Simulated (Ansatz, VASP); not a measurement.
# Two plane-wave programs on P

```
P
1.0
     2.42807   -5.57342    0.00000
     2.42807    5.57342    0.00000
     0.00000    0.00000    3.54144
P
6
Direct
  0.14900 0.35097 0.50000
  0.85100 0.64903 0.50000
  0.35097 0.14900 0.50000
  0.64903 0.85100 0.50000
  0.00000 0.50000 0.00000
  0.50000 0.00000 0.00000
```

Alike in both runs: functional PBE; k mesh 4 × 4 × 6; occupations gaussian, width 0.1 eV; no spin polarisation.

Ansatz relaxed the structure, and its values are those at the end. VASP's run is a single point on that final structure, the one shown.

|  | VASP | Ansatz |
| --- | --- | --- |
| version | VASP 6.6.1 | Ansatz 0.2.0 |
| potentials or method | VASP PAW PBE potentials, release 64 (P), cutoff 520 eV | scalar-relativistic, plane waves, PAW |
| valence electrons in the cell | 30 | 30 |

Ansatz gave:

| Property | Result |
| --- | --- |
| gap on the k mesh at the Fermi level (eV) | none |
| pressure (GPa) | -0.1 |
| rms of the force components (eV/Å) | 0.001 |

Estimate VASP's values.

gap on the k mesh at the Fermi level (eV): none; pressure (GPa): -0.4; rms of the force components (eV/Å): 0.006.

A gap of «none» marks a metal or a gap that the smearing closes. With one functional, cell and mesh, what is left measures potentials, basis and numerics.
